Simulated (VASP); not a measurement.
# CuO (Tenorite) in VASP: a series of runs

Aim: see how the results for CuO (Tenorite) move with the level of theory and the settings. Levels: PBE, LDA+U. Tasks: relaxation of the atoms, single point.

Program: VASP 6.6.1. These are calculated values, not measurements. Logs are shortened: lines on timing, memory, paths and dates and some standing lists are left out, and cuts for length are marked.

### Step 1. The cell of the first run

The typed cell holds 4 atoms: a = 2.887 Å, b = 2.914 Å, c = 5.129 Å, α = 97.71°, β = 97.67°, γ = 72.31°.

### Step 2. Relaxation of the atoms, PBE

The input, INCAR:

```
SYSTEM = CuO
PREC = Accurate ; ENCUT = 520
EDIFF = 1E-7 ; ISMEAR = -1
SIGMA = 0.05 ; LREAL = .FALSE.
LASPH = .TRUE. ; NELM = 120
ALGO = Normal ; ISIF = 2
LWAVE = .FALSE. ; LCHARG = .FALSE.
GGA = PE ; IBRION = 2
NSW = 60 ; EDIFFG = -0.01
GGA_COMPAT = .FALSE. ; NELMIN = 4
```

The input, KPOINTS:

```
Automatic mesh
0
G
  8 8 5
  0 0 0
```

The input, POSCAR:

```
CuO
1.0
    2.3332935000     -1.6995907500      0.0000000000
    2.3504065000      1.7230092500      0.0000000000
   -0.8500274268     -0.0042501371      5.0578693947
Cu O
2 2
Direct
    0.5000000000      0.0000000000      0.5000000000
    0.0000000000      0.5000000000      0.0000000000
    0.4184000000      0.5816000000      0.7500000000
    0.5816000000      0.4184000000      0.2500000000
```

Potentials or basis: VASP PAW PBE potentials, release 64 (Cu, O).

Command:

```console
cat potpaw_PBE.64/Cu/POTCAR potpaw_PBE.64/O/POTCAR > POTCAR
mpirun -np 1 vasp_std > vasp.out
```

OUTCAR:

```text
SYSTEM = CuO
   PREC = Accurate
   ENCUT = 520
   EDIFF = 1E-7
   ISMEAR = -1
   LREAL = .FALSE.
   LASPH = .TRUE.
   NELM = 120
   ISIF = 2
   GGA = PE
   IBRION = 2
   NSW = 60
   EDIFFG = -0.01
   NELMIN = 4

 ion  position               nearest neighbor table
   1  0.500  0.000  0.500-   3 1.96   4 1.96   4 1.96   3 1.96
   2  0.000  0.500  0.000-   4 1.95   3 1.95   4 1.96   3 1.96
   3  0.418  0.582  0.750-   2 1.95   1 1.96   2 1.96   1 1.96
   4  0.582  0.418  0.250-   2 1.95   1 1.96   2 1.96   1 1.96

  LATTYP: Found a triclinic cell.
 ALAT       =     2.9143046496
 B/A-ratio  =     1.1744286180
 C/A-ratio  =     1.7598715226
 COS(alpha) =     0.0016573399
 COS(beta)  =     0.1341571996
 COS(gamma) =     0.5952499162

  Lattice vectors:

 A1 = (  -2.3504065000,  -1.7230092500,   0.0000000000)
 A2 = (  -0.0171130000,  -3.4226000000,   0.0000000000)
 A3 = (  -0.8500274268,  -0.0042501371,   5.0578693947)

Analysis of symmetry for initial positions (statically):
=====================================================================
 Subroutine PRICEL returns:
 Original cell was already a primitive cell.

 Routine SETGRP: Setting up the symmetry group for a
 triclinic supercell.

 Subroutine GETGRP returns: Found  2 space group operations
 (whereof  2 operations were pure point group operations)
 out of a pool of  2 trial point group operations.

The static configuration has the point symmetry S_2 .

Analysis of symmetry for dynamics (positions and initial velocities):
=====================================================================
 Subroutine PRICEL returns:
 Original cell was already a primitive cell.

 Routine SETGRP: Setting up the symmetry group for a
 triclinic supercell.

 Subroutine GETGRP returns: Found  2 space group operations
 (whereof  2 operations were pure point group operations)
 out of a pool of  2 trial point group operations.

The dynamic configuration has the point symmetry S_2 .

 Subroutine INISYM returns: Found  2 space group operations
 (whereof  2 operations are pure point group operations),
 and found     1 'primitive' translations

----------------------------------------------------------------------------------------

                                     Primitive cell

  volume of cell :      40.5389

  direct lattice vectors                    reciprocal lattice vectors
     2.333293500 -1.699590750  0.000000000     0.214972668 -0.293250402  0.035881968
     2.350406500  1.723009250  0.000000000     0.212050839  0.291115285  0.035881968
    -0.850027427 -0.004250137  5.057869395     0.000000000  0.000000000  0.197711709

  length of vectors
     2.886670621  2.914304650  5.128801761     0.365371813  0.361940856  0.197711709

  position of ions in fractional coordinates (direct lattice)
     0.500000000  1.000000000  0.500000000
     0.000000000  0.500000000  0.000000000
     0.418400000  0.581600000  0.750000000
     0.581600000  0.418400000  0.250000000

  ion indices of the primitive-cell ions
   primitive index   ion index
                 1           1
                 2           2
                 3           3
                 4           4

----------------------------------------------------------------------------------------

 KPOINTS: Automatic mesh

Automatic generation of k-mesh.
 Grid dimensions read from file:
 generate k-points for:    8    8    5

 Generating k-lattice:

  Cartesian coordinates                     Fractional coordinates (reciprocal lattice)
     0.026871583 -0.036656300  0.004485246     0.125000000  0.000000000  0.000000000
     0.026506355  0.036389411  0.004485246    -0.000000000  0.125000000  0.000000000
     0.000000000  0.000000000  0.039542342     0.000000000  0.000000000  0.200000000

  Length of vectors
     0.045671477  0.045242607  0.039542342

  Shift w.r.t. Gamma in fractional coordinates (k-lattice)
     0.000000000  0.000000000  0.000000000

 Subroutine IBZKPT returns following result:
 ===========================================

 Found    162 irreducible k-points:

 Following reciprocal coordinates:
            Coordinates               Weight
  0.000000  0.000000  0.000000      1.000000
  0.125000  0.000000 -0.000000      2.000000
  0.250000  0.000000 -0.000000      2.000000
  0.375000  0.000000 -0.000000      2.000000
  0.500000  0.000000 -0.000000      1.000000
 -0.000000  0.125000 -0.000000      2.000000
[... 16 lines left out ...]
  0.125000  0.375000 -0.000000      2.000000
  0.250000  0.375000 -0.000000      2.000000
 [... further k-points ...]
   k-points           NKPTS =    162   k-points in BZ     NKDIM =    162   number of bands    NBANDS=     21
   number of dos      NEDOS =    301   number of ions     NIONS =      4
   total plane-waves  NPLWV =  23040
   dimension x,y,z NGX =    24 NGY =   24 NGZ =   40
   dimension x,y,z NGXF=    48 NGYF=   48 NGZF=   80
   ions per type =               2   2
   NGX,Y,Z   is equivalent  to a cutoff of  13.82, 13.69, 12.97 a.u.
   NGXF,Y,Z  is equivalent  to a cutoff of  27.64, 27.38, 25.93 a.u.
 SYSTEM =  CuO
   PREC   = accura    normal or accurate (medium, high low for compatibility)
   ISTART =      0    job   : 0-new  1-cont  2-samecut
   ICHARG =      2    charge: 1-file 2-atom 10-const
   ISPIN  =      1    spin polarized calculation?
   LNONCOLLINEAR =      F non collinear calculations
   LSORBIT =      F    spin-orbit coupling
   LASPH  =      T    aspherical Exc in radial PAW
   ENCUT  =  520.0 eV  38.22 Ry    6.18 a.u.   5.37  5.42  9.54*2*pi/ulx,y,z
   NELM   =    120;   NELMIN=  4; NELMDL= -5     # of ELM steps
   EDIFF  = 0.1E-06   stopping-criterion for ELM
   LREAL  =      F    real-space projection
   EDIFFG = -.1E-01   stopping-criterion for IOM
   NSW    =     60    number of steps for IOM
   IBRION =      2    ionic relax: 0-MD 1-quasi-New 2-CG
   NFREE  =      1    steps in history (QN), initial steepest desc. (CG)
   ISIF   =      2    stress and relaxation
   ISYM   =      2    0-nonsym 1-usesym 2-fastsym
   POTIM  = 0.5000    time-step for ionic-motion
   TEBEG  =    0.0;   TEEND  =   0.0 temperature during run
   PSTRESS=    0.0 pullay stress
   NELECT =      34.0000    total number of electrons
   NUPDOWN=      -1.0000    fix difference up-down
   EMIN   =  10.00;   EMAX   =-10.00  energy-range for DOS
   EFERMI =   0.00;   METHOD = LEGACY
   ISMEAR =    -1;   SIGMA  =   0.05  broadening in eV -4-tet -1-fermi 0-gaus
   EFERMI_NEDOS =   21; number of points for ismear=-14 and -15
   IALGO  =     38    algorithm
   IMIX   =      4    mixing-type and parameters
     AMIX     =   0.40;   BMIX     =  1.00
     AMIX_MAG =   1.60;   BMIX_MAG =  1.00
  volume/ion in A,a.u.               =      10.13        68.39
  Fermi-wavevector in a.u.,A,eV,Ry     =   1.543869  2.917490 32.429919  2.383532
  Thomas-Fermi vector in A             =   2.649471
   LORBIT       =      0    0 simple, 1 ext, 2 COOP (PROOUT), +10 PAW based schemes
   GGA     = PE    functional components
   LHFCALC =     F    Hartree Fock is set to
   AEXX    =    0.0000 exact exchange contribution
   IVDW    =     0    specifies the selected vdW correction
   LEPSILON=     F    determine dielectric tensor
   LRPA    =     F    only Hartree local field effects (RPA)
 conjugate gradient relaxation of ions
 non-spin polarized calculation
  energy-cutoff  :      520.00
  volume of cell :       40.54
 maximum number of plane-waves:      1127
 NGX is ok and might be reduce to    24
   NGX = 11   NGY = 11   NGZ = 19

--------------------------------------- Ionic step        1  -------------------------------------------

 number of electron      34.0000000 magnetization

 Free energy of the ion-electron system (eV)
  ---------------------------------------------------
  ext. energy  EPLUGINS =         0.00000000
  ---------------------------------------------------
  free energy    TOTEN  =       -19.53006347 eV

  energy without entropy =      -19.51267552  energy(sigma->0) =      -19.52136950

------------------------ aborting loop because EDIFF is reached ----------------------------------------

  FORCE on cell =-STRESS in cart. coord.  units (eV):
  Direction    XX          YY          ZZ          XY          YZ          ZX
  --------------------------------------------------------------------------------------
  -------------------------------------------------------------------------------------
  Total        1.6009725      1.8491960      1.4265993     -0.1674309     -0.0396182     -0.2960033
  in kB       63.2735904     73.0838721     56.3820196     -6.6172011     -1.5657881    -11.6986329
  external PRESSURE =      64.2464940 kB  Pullay stress =       0.0000000 kB

 VOLUME and BASIS-vectors are now :
 -----------------------------------------------------------------------------
  energy-cutoff  :      520.00
  volume of cell :       40.54
      direct lattice vectors                 reciprocal lattice vectors
     2.333293500 -1.699590750  0.000000000     0.214972668 -0.293250402  0.035881968
     2.350406500  1.723009250  0.000000000     0.212050839  0.291115285  0.035881968
    -0.850027427 -0.004250137  5.057869395     0.000000000  0.000000000  0.197711709
[... 115 lines left out ...]
 POSITION                                       TOTAL-FORCE (eV/Angst)
 -----------------------------------------------------------------------------------
      0.74163     -0.85192      2.52893        -0.000000     -0.000000      0.000000
      1.17520      0.86150      0.00000         0.000000      0.000000      0.000000
      1.70383      0.24698      3.78743        -0.007088     -0.006758      0.051209
      2.12984     -0.22781      1.27044         0.007088      0.006758     -0.051209
 -----------------------------------------------------------------------------------
    total drift:                                0.000000     -0.000000     -0.000000

  FREE ENERGIE OF THE ION-ELECTRON SYSTEM (eV)
  ---------------------------------------------------
  free  energy   TOTEN  =       -19.5394642968 eV

  energy  without entropy=      -19.5219949298  energy(sigma->0) =      -19.53072961

--------------------------------------- Ionic step        5  -------------------------------------------

 number of electron      34.0000004 magnetization

 Free energy of the ion-electron system (eV)
  ---------------------------------------------------
  ext. energy  EPLUGINS =         0.00000000
  ---------------------------------------------------
  free energy    TOTEN  =       -19.53965037 eV

  energy without entropy =      -19.52217640  energy(sigma->0) =      -19.53091339

 E-fermi :   5.7541     XC(G=0): -11.9074

 val. band max:        5.7504580858   @ k =   0.5000   0.0000   0.2000
 cond. band min:       5.7547075437   @ k =   0.3750  -0.3750   0.4000
 fundamental gap:      0.0042494579
 Fermi energy:         5.7540763088

 k-point     1 :       0.0000    0.0000    0.0000
  band No.  band energies     occupation
      1     -14.2497      2.00000
      2     -12.8987      2.00000
      3      -2.4847      2.00000
      4       0.1218      2.00000
      5       0.5356      2.00000
      6       2.3584      2.00000
[... 13 lines left out ...]
     20      11.8517      0.00000
     21      13.8707      0.00000
[... 529 lines left out ...]
 k-point    24 :       0.2500    0.3750   -0.0000
  band No.  band energies     occupation
      1     -13.4083      2.00000
      2     -12.6860      2.00000
      3      -1.0645      2.00000
      4      -0.8989      2.00000
      5       0.3190      2.00000
      6       0.4050      2.00000
[... 13 lines left out ...]
     20      12.0980      0.00000
     21      14.5647      0.00000

 [... further k-points ...]

------------------------ aborting loop because EDIFF is reached ----------------------------------------

  FORCE on cell =-STRESS in cart. coord.  units (eV):
  Direction    XX          YY          ZZ          XY          YZ          ZX
  --------------------------------------------------------------------------------------
  -------------------------------------------------------------------------------------
  Total        1.6661938      2.2197837      1.8981103     -0.1504110     -0.0074385      0.1410763
  in kB       65.8512663     87.7302304     75.0170631     -5.9445406     -0.2939841      5.5756139
  external PRESSURE =      76.1995200 kB  Pullay stress =       0.0000000 kB

 VOLUME and BASIS-vectors are now :
 -----------------------------------------------------------------------------
  energy-cutoff  :      520.00
  volume of cell :       40.54
      direct lattice vectors                 reciprocal lattice vectors
     2.333293500 -1.699590750  0.000000000     0.214972668 -0.293250402  0.035881968
     2.350406500  1.723009250  0.000000000     0.212050839  0.291115285  0.035881968
    -0.850027427 -0.004250137  5.057869395     0.000000000  0.000000000  0.197711709

 POSITION                                       TOTAL-FORCE (eV/Angst)
 -----------------------------------------------------------------------------------
      0.74163     -0.85192      2.52893         0.000000      0.000000      0.000000
      1.17520      0.86150      0.00000         0.000000      0.000000      0.000000
      1.70325      0.24552      3.79116        -0.003678      0.000621     -0.006103
      2.13042     -0.22636      1.26671         0.003678     -0.000621      0.006103
 -----------------------------------------------------------------------------------
    total drift:                               -0.000000     -0.000000     -0.000000

  FREE ENERGIE OF THE ION-ELECTRON SYSTEM (eV)
  ---------------------------------------------------
  free  energy   TOTEN  =       -19.5396503727 eV

  energy  without entropy=      -19.5221764049  energy(sigma->0) =      -19.53091339

 reached required accuracy - stopping structural energy minimisation
```

It took 5 min on 1 thread of Intel Xeon 6975P-C, shared host; peak memory 0.26 GiB.

Results:

```yaml
Free_energy: -19.5397 eV
Energy_gained_by_relaxing: 2.4 meV/atom
Ionic_steps: 5
Pressure_after_relaxing: 7.6 GPa
Largest_force_after_relaxing: 0.007 eV/Å
Band_gap_on_the_k_mesh: zero (band 17 reaches 5.96 eV, above the bottom of band 18 at 5.45 eV)
```

Forces in eV/Å, atoms in the order of the input:
```
Cu   0.000  0.000  0.000
Cu   0.000  0.000  0.000
O   -0.004  0.001 -0.006
O    0.004 -0.001  0.006
```

The path:
| step | energy change (eV) | largest force (eV/Å) | pressure (GPa) |
| --- | --- | --- | --- |
| 1 | 0.0000 | 0.2229 | 6.42 |
| 2 | -0.0042 | 0.1676 | 6.71 |
| 3 | -0.0093 | 0.0508 | 7.47 |
| 4 | -0.0094 | 0.0521 | 7.57 |
| 5 | -0.0096 | 0.0072 | 7.62 |

Final structure:
```
Cu O
1.0
     2.33329   -1.69959    0.00000
     2.35041    1.72301    0.00000
    -0.85003   -0.00425    5.05787
Cu O
2 2
Cartesian
  0.7416 -0.8519 2.5289
  1.1752 0.8615 0.0000
  1.7033 0.2455 3.7912
  2.1304 -0.2264 1.2667
```

Levels at points of the mesh, in eV from the Fermi level:
```
           k point  band 15  band 16  band 17  band 18  band 19  band 20
(0.00, 0.00, 0.00)    -2.22    -1.71     0.21     0.94     1.75     6.10
(0.50, 0.00, 0.00)    -1.57    -1.43     0.07     0.26     4.71     6.25
(0.00, 0.50, 0.00)    -1.54    -1.49     0.03     0.27     4.64     6.32
(0.50, 0.50, 0.00)    -1.70    -1.26    -0.72     1.07     3.23     7.20
```

Caveat: semilocal functionals often make such compounds metallic where correlation or magnetic order opens a gap, which also shifts bond lengths.

### Step 3. Single point, LDA+U

The input, INCAR:

```
ALGO = Normal
EDIFF = 1E-7
ENCUT = 520
ISIF = 2
ISMEAR = -1
LASPH = True
LCHARG = False
LDAU = True
LDAUJ = 0 0
LDAUL = 2 -1
LDAUPRINT = 1
LDAUTYPE = 2
LDAUU = 5.3 0
LMAXMIX = 4
LREAL = False
LWAVE = False
NBANDS = 25
NELM = 150
PREC = Accurate
SIGMA = 0.05
```

The input, KPOINTS:

```
k-points
0
Gamma
  10 10 5
```

The input, POSCAR:

```
CuO
1.0
    2.3418500000     -1.7113000000      0.0000000000
    2.3418500000      1.7113000000      0.0000000000
   -0.8500274268      0.0000000000      5.0578693947
Cu O
2 2
Direct
    0.5000000000      0.0000000000      0.5000000000
    0.0000000000      0.5000000000      0.0000000000
    0.4184000000      0.5816000000      0.7500000000
    0.5816000000      0.4184000000      0.2500000000
```

Potentials or basis: VASP PAW LDA potentials, release 64 (Cu, O).

Command:

```console
cat potpaw_LDA.64/Cu/POTCAR potpaw_LDA.64/O/POTCAR > POTCAR
mpirun -np 1 vasp_std > vasp.out
```

It took 3 min on 1 thread of AMD EPYC 7R43 (Zen 3), shared host; peak memory 0.19 GiB.

The run converged. Its results:

```yaml
Free_energy: -19.6857 eV
Pressure: -12.9 GPa
Largest_force: 0.387 eV/Å
Band_gap_on_the_k_mesh: zero (band 17 reaches 5.10 eV, above the bottom of band 18 at 4.44 eV)
```

Forces in eV/Å, atoms in the order of the input:
```
Cu   0.000  0.000  0.000
Cu   0.000  0.000  0.000
O    0.000 -0.387  0.000
O    0.000  0.387  0.000
```

Stress tensor (GPa, compression positive):
```
-13.58   0.00   0.91
  0.00  -9.16   0.00
  0.91   0.00 -16.09
```

Levels at points of the mesh, in eV from the Fermi level:
```
           k point  band 15  band 16  band 17  band 18  band 19  band 20
(0.00, 0.00, 0.00)    -2.50    -2.25     0.26     0.99     2.02     6.53
(0.50, 0.00, 0.00)    -2.14    -1.76     0.07     0.33     5.33     6.84
(0.50, 0.50, 0.00)    -2.03    -2.00    -0.97     1.14     3.87     7.50
```

Eigenvalues of the final occupation matrices:
| site | spin | trace | eigenvalues |
| --- | --- | --- | --- |
| site 1 d | 1 | 4.66 | 0.80 0.95 0.97 0.97 0.98 |
| site 1 d | 2 | 4.66 | 0.80 0.95 0.97 0.97 0.98 |
| site 2 d | 1 | 4.66 | 0.80 0.95 0.97 0.97 0.98 |
| site 2 d | 2 | 4.66 | 0.80 0.95 0.97 0.97 0.98 |

Caveat: U without spin polarisation on a metal has little footing.

### Step 4. Single point, PBE

The input, INCAR:

```
ALGO = Normal
EDIFF = 1E-6
ENCUT = 600
GGA = PE
GGA_COMPAT = False
ISIF = 2
ISMEAR = 0
LASPH = True
LCHARG = True
LELF = True
LREAL = False
LVHAR = True
LWAVE = False
NBANDS = 25
NELM = 120
PREC = Accurate
SIGMA = 0.1
```

KPOINTS is that of step 3.

POSCAR is that of step 3.

Potentials or basis: VASP PAW PBE potentials, release 64 (Cu, O).

Command:

```console
cat potpaw_PBE.64/Cu/POTCAR potpaw_PBE.64/O/POTCAR > POTCAR
mpirun -np 1 vasp_std > vasp.out
```

It took 56 s on 1 thread of Intel Xeon 6975P-C (Granite Rapids), shared host; peak memory 0.27 GiB.

Results (log left out):

```
Free energy            : -19.5320 eV
Pressure               : 6.3 GPa
Largest force          : 0.219 eV/Å
Band gap on the k mesh : zero (band 17 reaches 5.99 eV, above the bottom of band 18 at 5.39 eV)
```

Forces in eV/Å, atoms in the order of the input:
```
Cu   0.000  0.000  0.000
Cu   0.000  0.000  0.000
O    0.000 -0.219  0.000
O    0.000  0.219  0.000
```

Stress tensor (GPa, compression positive):
```
 6.20  0.00 -1.24
 0.00  7.17  0.00
-1.24  0.00  5.59
```

Levels at points of the mesh, in eV from the Fermi level:
| k point | band 13 | band 14 | band 15 | band 16 | band 17 | band 18 | band 19 | band 20 | band 21 | band 22 |
| --- | --- | --- | --- | --- | --- | --- | --- | --- | --- | --- |
| (0.00, 0.00, 0.00) | -2.39 | -2.23 | -2.17 | -1.67 | 0.21 | 0.94 | 1.73 | 6.05 | 8.18 | 13.39 |
| (0.50, 0.00, 0.00) | -2.06 | -1.61 | -1.51 | -1.42 | 0.01 | 0.26 | 4.89 | 6.33 | 6.97 | 11.14 |
| (0.50, 0.50, 0.00) | -2.15 | -2.13 | -1.67 | -1.23 | -0.66 | 1.07 | 3.37 | 7.12 | 8.53 | 10.05 |

Caveat: semilocal functionals often make such compounds metallic where correlation or magnetic order opens a gap, which also shifts bond lengths. With open d or f shells a metallic result of PBE can be an artefact of self-interaction; +U or a hybrid may open a gap.

### Step 5. The runs side by side

```tsv
task	level	potentials or basis	U	cell	k mesh	cutoff (eV)	smearing	gap on the mesh (eV)	pressure (GPa)	largest force (eV/Å)
relaxation of the atoms	PBE	VASP PAW PBE potentials, release 64 (Cu, O)	-	atoms relaxed from a = 2.887, b = 2.914, c = 5.129 Å, angles 97.7, 97.7, 72.3°, 4 atoms	8 × 8 × 5	520	fermi-dirac 0.05 eV	none	7.6	0.01
single point	LDA+U	VASP PAW LDA potentials, release 64 (Cu, O)	Cu d U = 5.3 eV	a = 2.900, b = 2.900, c = 5.129 Å, angles 97.7, 97.7, 72.3°, 4 atoms	10 × 10 × 5	520	fermi-dirac 0.05 eV	none	-12.9	0.39
single point	PBE	VASP PAW PBE potentials, release 64 (Cu, O)	-	a = 2.900, b = 2.900, c = 5.129 Å, angles 97.7, 97.7, 72.3°, 4 atoms	10 × 10 × 5	600	gaussian 0.1 eV	none	6.3	0.22
```

Alike in all rows: no spin polarisation.

Caveats: semilocal functionals often make such compounds metallic where correlation or magnetic order opens a gap, which also shifts bond lengths (some runs); U without spin polarisation on a metal has little footing (some runs).

Total energies depend on the potentials used, so only differences within one code and one set of settings carry meaning.
